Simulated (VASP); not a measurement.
# HfC in VASP: further runs

Runs on HfC. Level: LDA. Tasks: electric field gradients.

Everything below comes from runs of VASP 6.6.1. Logs are shortened: lines on timing, memory, paths and dates and some standing lists are left out, and cuts for length are marked.

### Step 1. The cell of the first run

It takes space group I4/mmm (No. 139, tetragonal). The conventional cell has a = 3.288 Å, b = 3.288 Å, c = 4.697 Å, α = 90.00°, β = 90.00°, γ = 90.00°. Within 3.1 Å of Hf (site symmetry 4/mmm) lie 6 C at 2.33 to 2.35 Å. C (site symmetry 4/mmm) has 6 Hf at 2.33 to 2.35 Å within 3.1 Å.

### Step 2. Electric field gradients, LDA (zz strain of +1 %)

Input file INCAR:

```
  PREC = Accurate
  ENCUT = 520
  EDIFF = 1E-8
  ISMEAR = -1
  SIGMA = 0.05
  LREAL = False
  LASPH = True
  NELM = 100
  ALGO = Normal
  ISIF = 2
  LWAVE = False
  LCHARG = False
  GGA = CA
  LEFG = True
  NBANDS = 14
```

Input file KPOINTS:

```
regular mesh
0
Gamma
  12 12 12
```

Input file POSCAR:

```
HfC
1.0
    0.0000000000      2.3250000000      2.3482500000
    2.3250000000      0.0000000000      2.3482500000
    2.3250000000      2.3250000000      0.0000000000
Hf C
1 1
Direct
    0.5000000000      0.5000000000      0.5000000000
    0.0000000000      0.0000000000      0.0000000000
```

Potentials or basis: VASP PAW LDA potentials, release 64 (Hf_pv, C).

Started as:

```sh
cat potpaw_LDA.64/Hf_pv/POTCAR potpaw_LDA.64/C/POTCAR > POTCAR
mpirun -np 1 vasp_std > vasp.out
```

OUTCAR:

```text
PREC = Accurate
   ENCUT = 520
   EDIFF = 1E-8
   ISMEAR = -1
   LREAL = False
   LASPH = True
   NELM = 100
   ISIF = 2
   GGA = CA

 ion  position               nearest neighbor table
   1  0.500  0.500  0.500-   2 2.33   2 2.33   2 2.33   2 2.33   2 2.35   2 2.35
   2  0.000  0.000  0.000-   1 2.33   1 2.33   1 2.33   1 2.33   1 2.35   1 2.35

  LATTYP: Found a body centered tetragonal cell.
 ALAT       =     3.2880465325
 C/A-ratio  =     1.4283556980

  Lattice vectors:

 A1 = (  -2.3250000000,   0.0000000000,   2.3482500000)
 A2 = (   2.3250000000,   0.0000000000,   2.3482500000)
 A3 = (   0.0000000000,   2.3250000000,  -2.3482500000)

Analysis of symmetry for initial positions (statically):
=====================================================================
 Subroutine PRICEL returns:
 Original cell was already a primitive cell.

 Routine SETGRP: Setting up the symmetry group for a
 body centered tetragonal supercell.

 Subroutine GETGRP returns: Found 16 space group operations
 (whereof 16 operations were pure point group operations)
 out of a pool of 16 trial point group operations.

The static configuration has the point symmetry D_4h.

Analysis of symmetry for dynamics (positions and initial velocities):
=====================================================================
 Subroutine PRICEL returns:
 Original cell was already a primitive cell.

 Routine SETGRP: Setting up the symmetry group for a
 body centered tetragonal supercell.

 Subroutine GETGRP returns: Found 16 space group operations
 (whereof 16 operations were pure point group operations)
 out of a pool of 16 trial point group operations.

The dynamic configuration has the point symmetry D_4h.

 Subroutine INISYM returns: Found 16 space group operations
 (whereof 16 operations are pure point group operations),
 and found     1 'primitive' translations

----------------------------------------------------------------------------------------

                                     Primitive cell

  volume of cell :      25.3875

  direct lattice vectors                    reciprocal lattice vectors
     0.000000000  2.325000000  2.348250000    -0.215053763  0.215053763  0.212924518
     2.325000000  0.000000000  2.348250000     0.215053763 -0.215053763  0.212924518
     2.325000000  2.325000000  0.000000000     0.215053763  0.215053763 -0.212924518

  length of vectors
     3.304527661  3.304527661  3.288046533     0.371258795  0.371258795  0.371258795

  position of ions in fractional coordinates (direct lattice)
     0.500000000  0.500000000  0.500000000
     0.000000000  0.000000000  0.000000000

  ion indices of the primitive-cell ions
   primitive index   ion index
                 1           1
                 2           2

----------------------------------------------------------------------------------------

 KPOINTS: regular mesh

Automatic generation of k-mesh.
 Grid dimensions read from file:
 generate k-points for:   12   12   12

 Generating k-lattice:

  Cartesian coordinates                     Fractional coordinates (reciprocal lattice)
    -0.017921147  0.017921147  0.017743710     0.083333333  0.000000000  0.000000000
     0.017921147 -0.017921147  0.017743710     0.000000000  0.083333333  0.000000000
     0.017921147  0.017921147 -0.017743710     0.000000000  0.000000000  0.083333333

  Length of vectors
     0.030938233  0.030938233  0.030938233

  Shift w.r.t. Gamma in fractional coordinates (k-lattice)
     0.000000000  0.000000000  0.000000000

 Subroutine IBZKPT returns following result:
 ===========================================

 Found    163 irreducible k-points:

 Following reciprocal coordinates:
[... 33 lines left out ...]
   NGXF,Y,Z  is equivalent  to a cutoff of  28.17, 28.17, 24.27 a.u.
 SYSTEM =  unknown system
   PREC   = accura    normal or accurate (medium, high low for compatibility)
   ISTART =      0    job   : 0-new  1-cont  2-samecut
   ICHARG =      2    charge: 1-file 2-atom 10-const
   ISPIN  =      1    spin polarized calculation?
   LNONCOLLINEAR =      F non collinear calculations
   LSORBIT =      F    spin-orbit coupling
   LASPH  =      T    aspherical Exc in radial PAW
   ENCUT  =  520.0 eV  38.22 Ry    6.18 a.u.   6.14  6.14  6.11*2*pi/ulx,y,z
   NELM   =    100;   NELMIN=  2; NELMDL= -5     # of ELM steps
   EDIFF  = 0.1E-07   stopping-criterion for ELM
   LREAL  =      F    real-space projection
   EDIFFG = 0.1E-06   stopping-criterion for IOM
   NSW    =      0    number of steps for IOM
   IBRION =     -1    ionic relax: 0-MD 1-quasi-New 2-CG
   NFREE  =      0    steps in history (QN), initial steepest desc. (CG)
   ISIF   =      2    stress and relaxation
   ISYM   =      2    0-nonsym 1-usesym 2-fastsym
   POTIM  = 0.5000    time-step for ionic-motion
   TEBEG  =    0.0;   TEEND  =   0.0 temperature during run
   PSTRESS=    0.0 pullay stress
   NELECT =      14.0000    total number of electrons
   NUPDOWN=      -1.0000    fix difference up-down
   EMIN   =  10.00;   EMAX   =-10.00  energy-range for DOS
   EFERMI =   0.00;   METHOD = LEGACY
   ISMEAR =    -1;   SIGMA  =   0.05  broadening in eV -4-tet -1-fermi 0-gaus
   EFERMI_NEDOS =   21; number of points for ismear=-14 and -15
   IALGO  =     38    algorithm
   IMIX   =      4    mixing-type and parameters
     AMIX     =   0.40;   BMIX     =  1.00
     AMIX_MAG =   1.60;   BMIX_MAG =  1.00
  volume/ion in A,a.u.               =      12.69        85.66
  Fermi-wavevector in a.u.,A,eV,Ry     =   1.342489  2.536937 24.521466  1.802277
  Thomas-Fermi vector in A             =   2.470639
   LORBIT       =      0    0 simple, 1 ext, 2 COOP (PROOUT), +10 PAW based schemes
   GGA     = CA    functional components
   LHFCALC =     F    Hartree Fock is set to
   AEXX    =    0.0000 exact exchange contribution
   IVDW    =     0    specifies the selected vdW correction
   LEPSILON=     F    determine dielectric tensor
   LRPA    =     F    only Hartree local field effects (RPA)
 non-spin polarized calculation
  energy-cutoff  :      520.00
  volume of cell :       25.39
 maximum number of plane-waves:       700
 NGX is ok and might be reduce to    28
   NGX = 13   NGY = 13   NGZ = 13

 number of electron      14.0000000 magnetization

 Free energy of the ion-electron system (eV)
  ---------------------------------------------------
  ext. energy  EPLUGINS =         0.00000000
  ---------------------------------------------------
  free energy    TOTEN  =       -22.83038869 eV

  energy without entropy =      -22.82804015  energy(sigma->0) =      -22.82921442

 E-fermi :   5.7867     XC(G=0): -12.4399

 val. band max:        5.7494212379   @ k =   0.5000   0.5000   0.0000
 cond. band min:       5.8214657562   @ k =   0.4167  -0.0000   0.3333
 fundamental gap:      0.0720445183
 Fermi energy:         5.7866956154

 k-point     1 :       0.0000    0.0000    0.0000
  band No.  band energies     occupation
      1     -23.6881      2.00000
      2     -23.6753      2.00000
      3     -23.6753      2.00000
      4      -6.3247      2.00000
      5       6.7571      0.00000
      6       6.8057      0.00000
      7       6.8057      0.00000
      8       6.9979      0.00000
      9       7.1008      0.00000
     10       7.1008      0.00000
     11       8.9852      0.00000
     12       9.1256      0.00000
     13      12.6119      0.00000
     14      16.7864      0.00000
[... 377 lines left out ...]
      1     -24.2796      2.00000
      2     -23.8773      2.00000
      3     -23.7627      2.00000
      4      -2.9378      2.00000
      5       0.3871      2.00000
      6       2.9842      2.00000
      7       3.1059      2.00000
      8       9.9474      0.00000
      9      10.6271      0.00000
     10      10.8861      0.00000
     11      14.1893      0.00000
     12      15.6461      0.00000
     13      16.6039      0.00000
     14      18.5381      0.00000

 [... further k-points ...]

------------------------ aborting loop because EDIFF is reached ----------------------------------------

  FORCE on cell =-STRESS in cart. coord.  units (eV):
  Direction    XX          YY          ZZ          XY          YZ          ZX
  --------------------------------------------------------------------------------------
  -------------------------------------------------------------------------------------
  Total       -1.9718032     -1.9718032     -2.5399794      0.0000000      0.0000000      0.0000000
  in kB     -124.4382522   -124.4382522   -160.2952097      0.0000000      0.0000000      0.0000000
  external PRESSURE =    -136.3905713 kB  Pullay stress =       0.0000000 kB

 VOLUME and BASIS-vectors are now :
 -----------------------------------------------------------------------------
  energy-cutoff  :      520.00
  volume of cell :       25.39
      direct lattice vectors                 reciprocal lattice vectors
     0.000000000  2.325000000  2.348250000    -0.215053763  0.215053763  0.212924518
     2.325000000  0.000000000  2.348250000     0.215053763 -0.215053763  0.212924518
     2.325000000  2.325000000  0.000000000     0.215053763  0.215053763 -0.212924518

 POSITION                                       TOTAL-FORCE (eV/Angst)
 -----------------------------------------------------------------------------------
      2.32500      2.32500      2.34825        -0.000000     -0.000000      0.000000
      0.00000      0.00000      0.00000         0.000000      0.000000      0.000000
 -----------------------------------------------------------------------------------
    total drift:                                0.000000      0.000000      0.000000

  FREE ENERGIE OF THE ION-ELECTRON SYSTEM (eV)
  ---------------------------------------------------
  free  energy   TOTEN  =       -22.8303886914 eV

  energy  without entropy=      -22.8280401456  energy(sigma->0) =      -22.82921442

 Electric field gradients (V/A^2)
---------------------------------------------------------------------
 ion       V_xx      V_yy      V_zz      V_xy      V_xz      V_yz
---------------------------------------------------------------------
   1     -16.280   -16.280    32.560     0.001    -0.000    -0.000
   2      -0.763    -0.763     1.525    -0.000    -0.000    -0.000
---------------------------------------------------------------------

 Electric field gradients after diagonalization (V/A^2)
 (convention: |V_zz| > |V_xx| > |V_yy|)
----------------------------------------------------------------------
 ion       V_xx      V_yy      V_zz     asymmetry (V_yy - V_xx)/ V_zz
----------------------------------------------------------------------
   1     -16.281   -16.279    32.560       0.000
   2      -0.763    -0.762     1.525       0.000
----------------------------------------------------------------------

           NMR quadrupolar parameters

 Cq : quadrupolar parameter    Cq=e*Q*V_zz/h
 eta: asymmetry parameters     (V_yy - V_xx)/ V_zz
 Q  : nuclear electric quadrupole moment in mb (millibarn)
----------------------------------------------------------------------
 ion       Cq(MHz)       eta       Q (mb)
----------------------------------------------------------------------
   1       0.079       0.000       1.000
   2       0.004       0.000       1.000
----------------------------------------------------------------------
```

Wall time 51 s (1 thread of AMD EPYC 7R13 (Zen 3), shared host); peak memory 0.15 GiB.

Results:

- Free energy: -22.8304 eV
- Pressure: -13.6 GPa
- Band gap on the k mesh: zero (band 7 reaches 6.81 eV, above the bottom of band 8 at 5.35 eV)

Stress tensor (GPa, compression positive):
```
-12.44   0.00   0.00
  0.00 -12.44   0.00
  0.00   0.00 -16.03
```

Electric field gradients, principal values (V/Å²):
```csv
atom,least,middle,greatest (by size)
1 Hf,-16.279,-16.281,32.560
2 C,-0.762,-0.763,1.525
```

Caveat: the cell differs from its parent crystal (zz strain of +1 %); without QUAD_EFG the Cq values of the log hold for a quadrupole moment of 1 mb, not for the nuclei; spin-orbit coupling is left out, which moves the levels of the heavy elements.

### Step 3. Electric field gradients, LDA (equal xx and yy strain of +2 %)

Input file INCAR:

```
SYSTEM = HfC
PREC     = Accurate       ! precision mode
ENCUT    = 520            ! plane-wave cutoff, eV
EDIFF    = 1E-8           ! SCF threshold, eV
ISMEAR   = -1             ! smearing method
SIGMA    = 0.05           ! smearing width, eV
LREAL    = .FALSE.        ! projectors in reciprocal space
LASPH    = .TRUE.         ! aspherical terms in the spheres
NELM     = 80             ! most SCF steps
ALGO     = Normal         ! electronic algorithm
ISIF     = 2              ! what is computed and relaxed
LWAVE    = .FALSE.        ! write WAVECAR
LCHARG   = .FALSE.        ! write CHGCAR
LEFG     = .TRUE.       
NBANDS   = 14             ! bands
```

Input file KPOINTS:

```
Automatic mesh
0
G
  12 12 12
  0 0 0
```

Input file POSCAR:

```
HfC
1.0
    0.0000000000      2.3715000000      2.3250000000
    2.3715000000      0.0000000000      2.3250000000
    2.3715000000      2.3715000000      0.0000000000
Hf C
1 1
Direct
    0.5000000000      0.5000000000      0.5000000000
    0.0000000000      0.0000000000      0.0000000000
```

Potentials or basis: VASP PAW LDA potentials, release 64 (Hf_pv, C).

Started as:

```sh
cat potpaw_LDA.64/Hf_pv/POTCAR potpaw_LDA.64/C/POTCAR > POTCAR
mpirun -np 1 vasp_std > vasp.out
```

OUTCAR:

```text
SYSTEM = HfC
   PREC = Accurate
   ENCUT = 520
   EDIFF = 1E-8
   ISMEAR = -1
   LREAL = .FALSE.
   LASPH = .TRUE.
   NELM = 80
   ISIF = 2

 ion  position               nearest neighbor table
   1  0.500  0.500  0.500-   2 2.33   2 2.33   2 2.37   2 2.37   2 2.37   2 2.37
   2  0.000  0.000  0.000-   1 2.33   1 2.33   1 2.37   1 2.37   1 2.37   1 2.37

  LATTYP: Found a body centered tetragonal cell.
 ALAT       =     3.3538074632
 C/A-ratio  =     1.3864838847

  Lattice vectors:

 A1 = (   0.0000000000,  -2.3715000000,  -2.3250000000)
 A2 = (   0.0000000000,   2.3715000000,  -2.3250000000)
 A3 = (   2.3715000000,   0.0000000000,   2.3250000000)
[... 620 lines left out ...]
  free  energy   TOTEN  =       -22.7460793334 eV

  energy  without entropy=      -22.7438718050  energy(sigma->0) =      -22.74497557

 Electric field gradients (V/A^2)
---------------------------------------------------------------------
 ion       V_xx      V_yy      V_zz      V_xy      V_xz      V_yz
---------------------------------------------------------------------
   1      31.663    31.663   -63.325    -0.000    -0.000    -0.000
   2       1.534     1.534    -3.067    -0.000    -0.000    -0.000
---------------------------------------------------------------------

 Electric field gradients after diagonalization (V/A^2)
 (convention: |V_zz| > |V_xx| > |V_yy|)
----------------------------------------------------------------------
 ion       V_xx      V_yy      V_zz     asymmetry (V_yy - V_xx)/ V_zz
----------------------------------------------------------------------
   1      31.663    31.663   -63.325       0.000
   2       1.534     1.533    -3.067       0.000
----------------------------------------------------------------------

           NMR quadrupolar parameters

 Cq : quadrupolar parameter    Cq=e*Q*V_zz/h
 eta: asymmetry parameters     (V_yy - V_xx)/ V_zz
 Q  : nuclear electric quadrupole moment in mb (millibarn)
----------------------------------------------------------------------
 ion       Cq(MHz)       eta       Q (mb)
----------------------------------------------------------------------
   1      -0.153       0.000       1.000
   2      -0.007       0.000       1.000
----------------------------------------------------------------------
```

OSZICAR:

```text
N       E                     dE             d eps       ncg     rms          rms(c)
DAV:   1     0.207765428658E+02    0.20777E+02   -0.77348E+03  4580   0.976E+02
DAV:   2    -0.244063282555E+02   -0.45183E+02   -0.42368E+02  5912   0.198E+02
DAV:   3    -0.259653792908E+02   -0.15591E+01   -0.15538E+01  5470   0.266E+01
DAV:   4    -0.259731471893E+02   -0.77679E-02   -0.77672E-02  5424   0.233E+00
DAV:   5    -0.259732008062E+02   -0.53617E-04   -0.53617E-04  5524   0.174E-01    0.542E+01
DAV:   6    -0.228899713802E+02    0.30832E+01   -0.12835E+01  5128   0.182E+01    0.392E+01
DAV:   7    -0.227760823876E+02    0.11389E+00   -0.66096E-01  5848   0.539E+00    0.250E+01
DAV:   8    -0.227573817979E+02    0.18701E-01   -0.13248E-01  5596   0.250E+00    0.752E+00
DAV:   9    -0.227464734326E+02    0.10908E-01   -0.36562E-02  5164   0.106E+00    0.218E+00
DAV:  10    -0.227460856963E+02    0.38774E-03   -0.18266E-03  5742   0.305E-01    0.646E-02
DAV:  11    -0.227460798878E+02    0.58085E-05   -0.99194E-05  5362   0.793E-02    0.552E-02
DAV:  12    -0.227460796102E+02    0.27761E-06   -0.22646E-06  5820   0.119E-02    0.261E-02
DAV:  13    -0.227460793263E+02    0.28389E-06   -0.68142E-07  5206   0.442E-03    0.184E-03
DAV:  14    -0.227460793334E+02   -0.70731E-08   -0.40746E-08  5698   0.148E-03
   1 F= -.22746079E+02 E0= -.22744976E+02  d E =-.220753E-02
```

Run time: 56 s. Hardware: 1 thread of AMD EPYC 7R13 (Zen 3), shared host; peak memory 0.16 GiB.

What came out:

```yaml
Free_energy: -22.7461 eV
Pressure: -19.4 GPa
Band_gap_on_the_k_mesh: zero (band 7 reaches 6.60 eV, above the bottom of band 8 at 5.07 eV)
```

Electric field gradients, principal values (V/Å²):
| atom | least | middle | greatest (by size) |
| --- | --- | --- | --- |
| 1 Hf | 31.663 | 31.663 | -63.325 |
| 2 C | 1.533 | 1.534 | -3.067 |

Caveat: the cell differs from its parent crystal (equal xx and yy strain of +2 %); without QUAD_EFG the Cq values of the log hold for a quadrupole moment of 1 mb, not for the nuclei; spin-orbit coupling is left out, which moves the levels of the heavy elements.

(Part 1 of 3 ends here.)
